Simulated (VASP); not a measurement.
# TaN (P6_3mc) in VASP: a series of runs

Runs on TaN. Level: PBE. Tasks: single point.

All numbers are computed with VASP 6.6.1; they aren't measurements. Logs are shortened: lines on timing, memory, paths and dates and some standing lists are left out, and cuts for length are marked.

**1. The cell of the first run**

Symmetry: P6_3mc, No. 186, hexagonal system. The conventional cell has a = 3.050 Å, b = 3.050 Å, c = 4.841 Å, α = 90.00°, β = 90.00°, γ = 120.00°. Within 2.5 Å of Ta (site symmetry 3m) lie 4 N at 1.85 to 1.86 Å. N (site symmetry 3m) has 4 Ta at 1.85 to 1.86 Å within 2.5 Å.

**2. Single point, PBE (strain -0.0200 x Voigt [0, 0, 1, 0, 0, 0])**

Contents of INCAR:

```
SYSTEM = TaN
PREC = Accurate
ENCUT = 520
EDIFF = 1E-6
ISMEAR = 0
SIGMA = 0.15
LREAL = .FALSE.
LASPH = .TRUE.
NELM = 100
ALGO = Normal
ISIF = 2
LWAVE = .FALSE.
LCHARG = .FALSE.
GGA = PE
NBANDS = 24
```

Contents of KPOINTS:

```
Automatic mesh
0
G
  18 18 10
  0 0 0
```

Contents of POSCAR:

```
TaN
1.0
    3.0500010905      0.0000000000      0.0000000000
   -1.5250005453      2.6413784260      0.0000000000
    0.0000000000      0.0000000000      4.8412000000
Ta N
2 2
Direct
    0.3333333333      0.6666666667      0.0000000000
    0.6666666667      0.3333333333      0.5000000000
    0.3333333333      0.6666666667      0.3850000000
    0.6666666667      0.3333333333      0.8850000000
```

Potentials or basis: VASP PAW PBE potentials, release 64 (Ta_pv, N).

Run with:

```sh
$ cat potpaw_PBE.64/Ta_pv/POTCAR potpaw_PBE.64/N/POTCAR > POTCAR
$ mpirun -np 1 vasp_std > vasp.out
```

OUTCAR:

```text
SYSTEM = TaN
   PREC = Accurate
   ENCUT = 520
   EDIFF = 1E-6
   ISMEAR = 0
   LREAL = .FALSE.
   LASPH = .TRUE.
   NELM = 100
   ISIF = 2
   GGA = PE

 ion  position               nearest neighbor table
   1  0.333  0.667  0.000-   4 1.85   4 1.85   4 1.85   3 1.86   2 2.99   2 2.99   2 2.99   2 2.99
                             2 2.99   2 2.99
   2  0.667  0.333  0.500-   3 1.85   3 1.85   3 1.85   4 1.86   1 2.99   1 2.99   1 2.99   1 2.99
                             1 2.99   1 2.99
   3  0.333  0.667  0.385-   2 1.85   2 1.85   2 1.85   1 1.86
   4  0.667  0.333  0.885-   1 1.85   1 1.85   1 1.85   2 1.86

  LATTYP: Found a hexagonal cell.
 ALAT       =     3.0500010905
 C/A-ratio  =     1.5872781210

  Lattice vectors:

 A1 = (   3.0500010905,   0.0000000000,   0.0000000000)
 A2 = (  -1.5250005453,   2.6413784260,   0.0000000000)
 A3 = (   0.0000000000,   0.0000000000,   4.8412000000)

Analysis of symmetry for initial positions (statically):
=====================================================================
 Subroutine PRICEL returns:
 Original cell was already a primitive cell.

 Routine SETGRP: Setting up the symmetry group for a
 hexagonal supercell.

 Subroutine GETGRP returns: Found 12 space group operations
 (whereof  6 operations were pure point group operations)
 out of a pool of 24 trial point group operations.

The static configuration has the point symmetry C_3v.
 The point group associated with its full space group is C_6v.

Analysis of symmetry for dynamics (positions and initial velocities):
=====================================================================
 Subroutine PRICEL returns:
 Original cell was already a primitive cell.

 Routine SETGRP: Setting up the symmetry group for a
 hexagonal supercell.

 Subroutine GETGRP returns: Found 12 space group operations
 (whereof  6 operations were pure point group operations)
 out of a pool of 24 trial point group operations.

The dynamic configuration has the point symmetry C_3v.
 The point group associated with its full space group is C_6v.

 Subroutine INISYM returns: Found 12 space group operations
 (whereof  6 operations are pure point group operations),
 and found     1 'primitive' translations

----------------------------------------------------------------------------------------

                                     Primitive cell

  volume of cell :      39.0017

  direct lattice vectors                    reciprocal lattice vectors
     3.050001090  0.000000000  0.000000000     0.327868735  0.189295103  0.000000000
    -1.525000545  2.641378426  0.000000000     0.000000000  0.378590205  0.000000000
     0.000000000  0.000000000  4.841200000     0.000000000  0.000000000  0.206560357

  length of vectors
     3.050001090  3.050001091  4.841200000     0.378590205  0.378590205  0.206560357

  position of ions in fractional coordinates (direct lattice)
     0.333333333  0.666666667  0.000000000
     0.666666667  0.333333333  0.500000000
     0.333333333  0.666666667  0.385000000
     0.666666667  0.333333333  0.885000000

  ion indices of the primitive-cell ions
   primitive index   ion index
                 1           1
                 2           2
                 3           3
                 4           4

----------------------------------------------------------------------------------------

 KPOINTS: Automatic mesh

Automatic generation of k-mesh.
 Grid dimensions read from file:
 generate k-points for:   18   18   10

 Generating k-lattice:

  Cartesian coordinates                     Fractional coordinates (reciprocal lattice)
     0.018214930  0.010516395  0.000000000     0.055555556  0.000000000  0.000000000
     0.000000000  0.021032789  0.000000000     0.000000000  0.055555556  0.000000000
     0.000000000  0.000000000  0.020656036     0.000000000  0.000000000  0.100000000

  Length of vectors
     0.021032789  0.021032789  0.020656036

  Shift w.r.t. Gamma in fractional coordinates (k-lattice)
     0.000000000  0.000000000  0.000000000

 Subroutine IBZKPT returns following result:
 ===========================================

 Found    222 irreducible k-points:

 Following reciprocal coordinates:
            Coordinates               Weight
  0.000000  0.000000  0.000000      1.000000
  0.055556  0.000000  0.000000      6.000000
  0.111111  0.000000  0.000000      6.000000
  0.166667 -0.000000  0.000000      6.000000
  0.222222  0.000000  0.000000      6.000000
  0.277778  0.000000  0.000000      6.000000
[... 16 lines left out ...]
  0.333333  0.111111  0.000000     12.000000
  0.388889  0.111111  0.000000     12.000000
 [... further k-points ...]
   k-points           NKPTS =    222   k-points in BZ     NKDIM =    222   number of bands    NBANDS=     24
   number of dos      NEDOS =    301   number of ions     NIONS =      4
   total plane-waves  NPLWV =  20736
   dimension x,y,z NGX =    24 NGY =   24 NGZ =   36
   dimension x,y,z NGXF=    48 NGYF=   48 NGZF=   72
   ions per type =               2   2
   NGX,Y,Z   is equivalent  to a cutoff of  13.08, 13.08, 12.36 a.u.
   NGXF,Y,Z  is equivalent  to a cutoff of  26.16, 26.16, 24.72 a.u.
 SYSTEM =  TaN
   PREC   = accura    normal or accurate (medium, high low for compatibility)
   ISTART =      0    job   : 0-new  1-cont  2-samecut
   ICHARG =      2    charge: 1-file 2-atom 10-const
   ISPIN  =      1    spin polarized calculation?
   LNONCOLLINEAR =      F non collinear calculations
   LSORBIT =      F    spin-orbit coupling
   LASPH  =      T    aspherical Exc in radial PAW
   ENCUT  =  520.0 eV  38.22 Ry    6.18 a.u.   5.67  5.67  9.00*2*pi/ulx,y,z
   NELM   =    100;   NELMIN=  2; NELMDL= -5     # of ELM steps
   EDIFF  = 0.1E-05   stopping-criterion for ELM
   LREAL  =      F    real-space projection
   EDIFFG = 0.1E-04   stopping-criterion for IOM
   NSW    =      0    number of steps for IOM
   IBRION =     -1    ionic relax: 0-MD 1-quasi-New 2-CG
   NFREE  =      0    steps in history (QN), initial steepest desc. (CG)
   ISIF   =      2    stress and relaxation
   ISYM   =      2    0-nonsym 1-usesym 2-fastsym
   POTIM  = 0.5000    time-step for ionic-motion
   TEBEG  =    0.0;   TEEND  =   0.0 temperature during run
   PSTRESS=    0.0 pullay stress
   NELECT =      32.0000    total number of electrons
   NUPDOWN=      -1.0000    fix difference up-down
   EMIN   =  10.00;   EMAX   =-10.00  energy-range for DOS
   EFERMI =   0.00;   METHOD = LEGACY
   ISMEAR =     0;   SIGMA  =   0.15  broadening in eV -4-tet -1-fermi 0-gaus
   EFERMI_NEDOS =   21; number of points for ismear=-14 and -15
   IALGO  =     38    algorithm
   IMIX   =      4    mixing-type and parameters
     AMIX     =   0.40;   BMIX     =  1.00
     AMIX_MAG =   1.60;   BMIX_MAG =  1.00
  volume/ion in A,a.u.               =       9.75        65.80
  Fermi-wavevector in a.u.,A,eV,Ry     =   1.532605  2.896204 31.958432  2.348878
  Thomas-Fermi vector in A             =   2.639788
   LORBIT       =      0    0 simple, 1 ext, 2 COOP (PROOUT), +10 PAW based schemes
   GGA     = PE    functional components
   LHFCALC =     F    Hartree Fock is set to
   AEXX    =    0.0000 exact exchange contribution
   IVDW    =     0    specifies the selected vdW correction
   LEPSILON=     F    determine dielectric tensor
   LRPA    =     F    only Hartree local field effects (RPA)
 non-spin polarized calculation
 Gauss-broadening in eV      SIGMA  =   0.15
  energy-cutoff  :      520.00
  volume of cell :       39.00
 maximum number of plane-waves:      1087
 NGX is ok and might be reduce to    24
   NGX = 11   NGY = 11   NGZ = 19

 number of electron      32.0000000 magnetization

 Free energy of the ion-electron system (eV)
  ---------------------------------------------------
  ext. energy  EPLUGINS =         0.00000000
  ---------------------------------------------------
  free energy    TOTEN  =       -37.01367756 eV

  energy without entropy =      -36.99790026  energy(sigma->0) =      -37.00578891

 E-fermi :  10.0320     XC(G=0): -13.6568

 val. band max:       10.0302227251   @ k =   0.1111   0.1111   0.4000
 cond. band min:      10.0383042614   @ k =   0.0556   0.0000   0.1000
 fundamental gap:      0.0080815363
 Fermi energy:        10.0319720974

 k-point     1 :       0.0000    0.0000    0.0000
  band No.  band energies     occupation
      1     -26.2212      2.00000
      2     -24.9858      2.00000
      3     -24.9858      2.00000
      4     -24.7589      2.00000
      5     -24.7589      2.00000
      6     -24.7076      2.00000
[... 16 lines left out ...]
     23      16.8670      0.00000
     24      16.8670      0.00000

 k-point     2 :       0.0556    0.0000    0.0000
  band No.  band energies     occupation
      1     -26.2092      2.00000
      2     -25.0188      2.00000
      3     -24.9957      2.00000
      4     -24.7973      2.00000
      5     -24.7640      2.00000
      6     -24.7139      2.00000
[... 16 lines left out ...]
     23      16.8560      0.00000
     24      16.9637      0.00000

 k-point     3 :       0.1111    0.0000    0.0000
  band No.  band energies     occupation
      1     -26.1742      2.00000
      2     -25.1125      2.00000
      3     -25.0238      2.00000
      4     -24.9057      2.00000
      5     -24.7788      2.00000
      6     -24.7327      2.00000
[... 16 lines left out ...]
     23      16.8266      0.00000
     24      17.3850      0.00000
[... 514 lines left out ...]
 k-point    23 :       0.3333    0.1111    0.0000
  band No.  band energies     occupation
      1     -25.9945      2.00000
      2     -25.7778      2.00000
      3     -25.5825      2.00000
      4     -25.3158      2.00000
      5     -25.0174      2.00000
      6     -24.9853      2.00000
[... 16 lines left out ...]
     23      16.9689      0.00000
     24      17.8776      0.00000

 k-point    24 :       0.3889    0.1111    0.0000
  band No.  band energies     occupation
      1     -26.0489      2.00000
      2     -25.8367      2.00000
      3     -25.5440      2.00000
      4     -25.3446      2.00000
      5     -25.0759      2.00000
      6     -25.0067      2.00000
[... 16 lines left out ...]
     23      16.8813      0.00000
     24      17.4165      0.00000

 [... further k-points ...]

------------------------ aborting loop because EDIFF is reached ----------------------------------------

  FORCE on cell =-STRESS in cart. coord.  units (eV):
  Direction    XX          YY          ZZ          XY          YZ          ZX
  --------------------------------------------------------------------------------------
  -------------------------------------------------------------------------------------
  Total       38.9495269     38.9495269     34.9966220     -0.0000000     -0.0000000      0.0000000
  in kB     1600.0336774   1600.0336775   1437.6496515     -0.0000000     -0.0000000      0.0000000
  external PRESSURE =    1545.9056688 kB  Pullay stress =       0.0000000 kB

 VOLUME and BASIS-vectors are now :
 -----------------------------------------------------------------------------
  energy-cutoff  :      520.00
  volume of cell :       39.00
      direct lattice vectors                 reciprocal lattice vectors
     3.050001090  0.000000000  0.000000000     0.327868735  0.189295103  0.000000000
    -1.525000545  2.641378426  0.000000000     0.000000000  0.378590205  0.000000000
     0.000000000  0.000000000  4.841200000     0.000000000  0.000000000  0.206560357

 POSITION                                       TOTAL-FORCE (eV/Angst)
 -----------------------------------------------------------------------------------
     -0.00000      1.76092      0.00000        -0.000000      0.000000      1.282333
      1.52500      0.88046      2.42060         0.000000     -0.000000      1.282333
     -0.00000      1.76092      1.86386         0.000000      0.000000     -1.282333
      1.52500      0.88046      4.28446         0.000000     -0.000000     -1.282333
 -----------------------------------------------------------------------------------
    total drift:                               -0.000000      0.000000      0.000832

  FREE ENERGIE OF THE ION-ELECTRON SYSTEM (eV)
  ---------------------------------------------------
  free  energy   TOTEN  =       -37.0136775593 eV

  energy  without entropy=      -36.9979002637  energy(sigma->0) =      -37.00578891
```

Wall time 58 s (1 thread of Intel Xeon Platinum 8559C (Emerald Rapids), shared host); peak memory 0.29 GiB.

Results:

* Free energy: -37.0137 eV
* Pressure: 154.6 GPa
* Largest force: 1.282 eV/Å
* Band gap on the k mesh: zero (band 16 reaches 11.25 eV, above the bottom of band 17 at 8.35 eV)

Forces on the atoms (eV/Å):
```
Ta   0.000  0.000  1.282
Ta   0.000  0.000  1.282
N    0.000  0.000 -1.282
N    0.000  0.000 -1.282
```

Levels at points of the mesh, in eV from the Fermi level:
```tsv
k point	band 14	band 15	band 16	band 17	band 18	band 19
(0.00, 0.00, 0.00)	-7.42	-1.01	-1.01	-0.31	2.08	2.70
(0.50, 0.00, 0.00)	-5.25	-2.51	-1.02	0.35	1.31	2.11
(0.00, 0.00, 0.50)	-8.63	1.22	1.22	1.22	1.22	1.86
(0.50, 0.00, 0.50)	-6.64	-0.40	-0.40	2.21	2.21	2.24
```

Caveat: the cell differs from its parent crystal (strain -0.0200 x Voigt [0, 0, 1, 0, 0, 0]); spin-orbit coupling is left out, which moves the levels of the heavy elements; forces of over 1 eV/Å act on the atoms, so gaps and moduli don't describe the material at rest.

**3. Single point, PBE (strain -0.0300 x Voigt [0, 0, 1, 0, 0, 0])**

Contents of INCAR:

```
  PREC = Accurate
  ENCUT = 520
  EDIFF = 1E-6
  ISMEAR = 0
  SIGMA = 0.15
  LREAL = False
  LASPH = True
  NELM = 60
  ALGO = Normal
  ISIF = 2
  LWAVE = False
  LCHARG = False
  GGA = PE
  NBANDS = 24
```

Contents of KPOINTS:

```
regular mesh
0
Gamma
  18 18 10
```

Changes to POSCAR since step 2:

```diff
@@ -4,3 +4,3 @@
    -1.5250005453      2.6413784260      0.0000000000
-    0.0000000000      0.0000000000      4.8412000000
+    0.0000000000      0.0000000000      4.7918000000
 Ta N
```

Potentials or basis: VASP PAW PBE potentials, release 64 (Ta_pv, N).

Run with:

```sh
$ cat potpaw_PBE.64/Ta_pv/POTCAR potpaw_PBE.64/N/POTCAR > POTCAR
$ mpirun -np 1 vasp_std > vasp.out
```

OUTCAR:

```text
PREC = Accurate
   ENCUT = 520
   EDIFF = 1E-6
   ISMEAR = 0
   LREAL = False
   LASPH = True
   NELM = 60
   ISIF = 2
   GGA = PE

 ion  position               nearest neighbor table
   1  0.333  0.667  0.000-   3 1.84   4 1.85   4 1.85   4 1.85   2 2.97   2 2.97   2 2.97   2 2.97
                             2 2.97   2 2.97
   2  0.667  0.333  0.500-   4 1.84   3 1.85   3 1.85   3 1.85   1 2.97   1 2.97   1 2.97   1 2.97
                             1 2.97   1 2.97
   3  0.333  0.667  0.385-   1 1.84   2 1.85   2 1.85   2 1.85
[... 854 lines left out ...]
  --------------------------------------------------------------------------------------
  -------------------------------------------------------------------------------------
  Total       39.9523832     39.9523832     37.4603910     -0.0000000      0.0000000      0.0000000
  in kB     1658.1505855   1658.1505856   1554.7250061     -0.0000000      0.0000000      0.0000000
  external PRESSURE =    1623.6753924 kB  Pullay stress =       0.0000000 kB

 VOLUME and BASIS-vectors are now :
 -----------------------------------------------------------------------------
  energy-cutoff  :      520.00
  volume of cell :       38.60
      direct lattice vectors                 reciprocal lattice vectors
     3.050001090  0.000000000  0.000000000     0.327868735  0.189295103  0.000000000
    -1.525000545  2.641378426  0.000000000     0.000000000  0.378590205  0.000000000
     0.000000000  0.000000000  4.791800000     0.000000000  0.000000000  0.208689845

 POSITION                                       TOTAL-FORCE (eV/Angst)
 -----------------------------------------------------------------------------------
     -0.00000      1.76092      0.00000         0.000000      0.000000      0.656771
      1.52500      0.88046      2.39590        -0.000000      0.000000      0.656771
     -0.00000      1.76092      1.84484         0.000000     -0.000000     -0.656771
      1.52500      0.88046      4.24074        -0.000000      0.000000     -0.656771
 -----------------------------------------------------------------------------------
    total drift:                               -0.000000      0.000000      0.001241

  FREE ENERGIE OF THE ION-ELECTRON SYSTEM (eV)
  ---------------------------------------------------
  free  energy   TOTEN  =       -36.6416389999 eV

  energy  without entropy=      -36.6260119582  energy(sigma->0) =      -36.63382548
```

OSZICAR:

```text
N       E                     dE             d eps       ncg     rms          rms(c)
DAV:   1     0.292899234200E+03    0.29290E+03   -0.17792E+04 10672   0.144E+03
DAV:   2    -0.298664454524E+02   -0.32277E+03   -0.30746E+03 12848   0.431E+02
DAV:   3    -0.438665827170E+02   -0.14000E+02   -0.13848E+02 13024   0.895E+01
DAV:   4    -0.439884486849E+02   -0.12187E+00   -0.12177E+00 11968   0.887E+00
DAV:   5    -0.439896576003E+02   -0.12089E-02   -0.12086E-02 13256   0.773E-01    0.634E+01
DAV:   6    -0.367405353441E+02    0.72491E+01   -0.23368E+01 12496   0.388E+01    0.270E+01
DAV:   7    -0.366801608328E+02    0.60375E-01   -0.95033E-01 11256   0.787E+00    0.141E+01
DAV:   8    -0.366460072881E+02    0.34154E-01   -0.47345E-02 13056   0.156E+00    0.167E+00
DAV:   9    -0.366415859362E+02    0.44214E-02   -0.11834E-02 12656   0.853E-01    0.108E-01
DAV:  10    -0.366416455566E+02   -0.59620E-04   -0.56582E-04 12512   0.190E-01    0.293E-02
DAV:  11    -0.366416392905E+02    0.62661E-05   -0.11908E-05 13016   0.307E-02    0.131E-02
DAV:  12    -0.366416389999E+02    0.29061E-06   -0.49255E-06 12224   0.170E-02
   1 F= -.36641639E+02 E0= -.36633825E+02  d E =-.156270E-01
```

It took 1.8 min on 1 thread of Intel Xeon 6975P-C, shared host; peak memory 0.3 GiB.

What came out:

| Item | Value |
| --- | --- |
| Free energy | -36.6416 eV |
| Pressure | 162.4 GPa |
| Largest force | 0.657 eV/Å |
| Band gap on the k mesh | zero (band 16 reaches 11.38 eV, above the bottom of band 17 at 8.46 eV) |

Forces in eV/Å, atoms in the order of the input:
```
Ta   0.000  0.000  0.657
Ta   0.000  0.000  0.657
N    0.000  0.000 -0.657
N    0.000  0.000 -0.657
```

Stress tensor (GPa, compression positive):
```
165.82   0.00   0.00
  0.00 165.82   0.00
  0.00   0.00 155.47
```

Caveat: the cell differs from its parent crystal (strain -0.0300 x Voigt [0, 0, 1, 0, 0, 0]); spin-orbit coupling is left out, which moves the levels of the heavy elements.

(Part 1 of 2 ends here.)
